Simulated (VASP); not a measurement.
Ti2Si3, 5 atoms in the cell. Symmetry: P4mm, No. 99, tetragonal system. Conventional cell: a = 4.179 Å, b = 4.179 Å, c = 5.239 Å, α = 90.00°, β = 90.00°, γ = 90.00°. Within 2.9 Å of Ti (site symmetry 2mm) lie 3 Si at 2.20 to 2.34 Å. Si (site symmetry 4mm) has 4 Ti at 2.34 Å and 4 Si at 2.88 Å within 3.1 Å. Within 2.9 Å of Si (site symmetry 2mm) lie 1 Ti at 2.20 Å and 2 Si at 2.88 Å. 

| Item | Value |
| --- | --- |
| Program | VASP 6.6.1 |
| Task | relaxation of cell and atoms |
| Functional | PBE |
| Potentials or basis | VASP PAW PBE potentials, release 64 (Ti_sv, Si) |
| Cutoff | 600 eV |
| k mesh | 4 × 4 × 4 |
| Occupations | gaussian, width 0.1 eV |
| Spin | no spin polarisation |
| Dipole correction | no |
| Further INCAR settings | ALGO = Normal; EDIFF = 1e-06; IBRION = 2; EDIFFG = -0.04; NSW = 90; ISIF = 3 |

Potentials or basis: VASP PAW PBE potentials, release 64 (Ti_sv, Si).

The run is started by

```bash
$ cat potpaw_PBE.64/Ti_sv/POTCAR potpaw_PBE.64/Si/POTCAR > POTCAR
$ mpirun -np 1 vasp_std > vasp.out
```

Hardware: 1 thread of AMD EPYC 9R14 (Zen 4), with other jobs on the host.

Problem. Estimate the wall time of this run.

Solution. It took 5.5 min on 1 thread of AMD EPYC 9R14 (Zen 4), with other jobs on the host, peak memory 0.21 GiB. Counts: scf iterations 126, k points 18, ion steps 11.
